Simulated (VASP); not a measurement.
Write the native input for VASP 6.6.1 that does the following.

```yaml
Task: single point
Functional: PBE
Potentials_or_basis: VASP PAW PBE potentials, release 64 (C, Li_sv)
Cutoff: 520 eV
k_mesh: 2 × 2 × 1
Occupations: fermi-dirac, width 0.05 eV
Spin: collinear spin, zero start
Starting_moments: "[0.0, 0.0, 0.0, 0.0, 0.0, 0.0, 0.0, 0.0, 0.0, 0.0, 0.0, 0.0, 0.0, 0.0, 0.0, 0.0, 0.0, 0.0, 0.0] μB"
Dipole_correction: no
Further_INCAR_settings: LREAL = Auto; ALGO = Normal; EDIFF = 1e-06; NBANDS = 56
```

The structure of LiC18 lies in POSCAR:

```
LiC18
1.0
    7.3980000000      0.0000000000      0.0000000000
   -3.6990000000      6.4068560000      0.0000000000
    0.0000000000      0.0000000000     11.0000000000
C Li
18 1
Direct
   -0.0041648683     -0.0078428483      0.0929512727
    0.2180425366      0.1032578226      0.0929560000
   -0.0047074213      0.3243948358      0.0919179091
    0.2186176591      0.4360525662      0.0919627273
   -0.0047131888      0.6593811380      0.0920362727
    0.2186196886      0.7710493259      0.0920685455
    0.3296651690     -0.0068589024      0.0930810909
    0.5514049946      0.1032587591      0.0929552727
    0.3296515465      0.3249954424      0.0930223636
    0.5513886577      0.4365869937      0.0929570909
    0.3302844352      0.6593809819      0.0920403636
    0.5523766193      0.7704182832      0.0930715455
    0.6625111099     -0.0078420679      0.0929510000
    0.8842448255      0.1023004107      0.0929704545
    0.6615344517      0.3249959106      0.0930178182
    0.8836255771      0.4360527223      0.0919577273
    0.6624930593      0.6587966079      0.0929640909
    0.8842313460      0.7704178149      0.0930696364
    0.1067391172      0.5473119733      0.2438674545
```

The input as run:

INCAR

```
SYSTEM = LiC18
PREC     = Accurate       ! precision mode
ENCUT    = 520            ! plane-wave cutoff, eV
EDIFF    = 1E-6           ! SCF threshold, eV
ISMEAR   = -1             ! smearing method
SIGMA    = 0.05           ! smearing width, eV
LREAL    = Auto         
LASPH    = .TRUE.         ! aspherical terms in the spheres
NELM     = 150            ! most SCF steps
ALGO     = Normal         ! electronic algorithm
ISIF     = 2              ! what is computed and relaxed
LWAVE    = .FALSE.        ! write WAVECAR
LCHARG   = .TRUE.         ! write CHGCAR
ISPIN    = 2              ! spin polarisation
MAGMOM   = 0 0 0 0 0 0 0 0 0 0 0 0 0 0 0 0 0 0 0 ! initial moments
LORBIT   = 11             ! projections on sites
GGA      = PE             ! functional
LELF     = .TRUE.         ! ELF
LVHAR    = .TRUE.       
NBANDS   = 56             ! bands
```

KPOINTS

```
regular mesh
0
G
  2 2 1
  0 0 0
```

Potentials or basis: VASP PAW PBE potentials, release 64 (C, Li_sv).

Launch:

```console
$ cat potpaw_PBE.64/C/POTCAR potpaw_PBE.64/Li_sv/POTCAR > POTCAR
$ mpirun -np 1 vasp_std > vasp.out
```

It gave:

```yaml
Largest_force: 0.011 eV/Å
Net_moment: 0.00 μB per cell
Valence_electrons_inside_the_program's_atomic_spheres: C 2.66; Li 2.06
```

Caveat: the k points lie up to 0.49 Å⁻¹ apart.

Run time: 5.5 min on 1 thread of Intel(R) Xeon(R) 6975P-C (Granite Rapids) (shared host), peak memory 0.78 GiB.
